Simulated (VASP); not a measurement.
A run of VASP 6.6.1:

File INCAR:

```
PREC = Accurate ; ENCUT = 520
EDIFF = 1E-7 ; ISMEAR = 1
SIGMA = 0.2 ; LREAL = F
LASPH = T ; NELM = 80
ALGO = Normal ; ISIF = 2
LWAVE = F ; LCHARG = T
GGA = PS ; LELF = T
LVHAR = T ; NBANDS = 10
```

KPOINTS

```
Automatic mesh
0
Gamma
  7 7 7
```

The input POSCAR:

```
Rb
1.0
   -2.7558720000      2.8650800000      2.7960770000
    2.7506710000     -2.8182060000      2.7440020000
    2.7997640000      2.8620990000     -2.7492030000
Rb
1
Direct
   -0.0200370000     -0.0142010000     -0.0232300000
```

Potentials or basis: VASP PAW PBE potentials, release 64 (Rb_sv).

Run with:

```console
$ cat potpaw_PBE.64/Rb_sv/POTCAR > POTCAR
$ mpirun -np 1 vasp_std > vasp.out
```

Hardware: 1 thread of Intel(R) Xeon(R) Platinum 8259CL CPU @ 2.50GHz (Skylake/Cascade Lake), with other jobs on the host.

**Question.** How long does it take, and how much memory?

**Answer.** Wall time 84 s on 1 thread of Intel(R) Xeon(R) Platinum 8259CL CPU @ 2.50GHz (Skylake/Cascade Lake), with other jobs on the host, peak memory 0.29 GiB. Counts: scf iterations 11, k points 172.
